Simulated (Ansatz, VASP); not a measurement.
Al9H in VASP and in Ansatz

```xyz
20
Lattice="5.7071 0.0000 0.0000 -1.4268 9.7015 0.0000 0.0000 0.0000 22.7904" Properties=species:S:1:pos:R:3 pbc="T T T"
Al    1.4268    0.6295    4.0000
Al    4.2803    0.6295    4.0000
Al    1.4268    3.3172    4.9957
Al    4.2803    3.3172    4.9957
Al    0.0000    5.7950    5.1949
Al    2.8535    5.7950    5.1949
Al    1.4268    8.2728    5.3940
Al    4.2803    8.2728    5.3940
Al    0.0003    1.2390    6.4001
Al    2.8538    1.2390    6.4001
Al   -0.0072    3.9216    7.5233
Al    2.8463    3.9216    7.5233
Al    1.4238    6.3997    7.6799
Al    4.2774    6.3997    7.6799
Al   -0.0083    8.8388    7.8610
Al    2.8452    8.8388    7.8610
Al    1.4319    1.7599    8.7904
Al    4.2854    1.7599    8.7904
H     3.0469    2.8087    9.2404
H     2.6614    5.4305    9.2404
```

Alike in both runs: task single point; functional PBE; k mesh 5 × 3 × 1; occupations gaussian, width 0.1 eV; no spin polarisation.

|  | VASP | Ansatz |
| --- | --- | --- |
| version | VASP 6.6.1 | Ansatz 0.2.0 |
| potentials or method | VASP PAW PBE potentials, release 64 (Al, H), cutoff 520 eV | scalar-relativistic, plane waves, PAW |
| valence electrons in the cell | 56 | 56 |

```csv
,VASP,Ansatz,Ansatz less VASP
gap on the k mesh at the Fermi level (eV),none,none,-
rms of the force components (eV/Å),0.265,0.265,+0.0001
"work function, face that differs most (eV)",4.20,4.19,-0.002
```

Atom by atom the forces differ by 0.001 eV/Å (rms over components). A gap of «none» marks a metal or a gap that the smearing closes. The functional is the same, so the differences come from potentials, cutoffs and numerics.
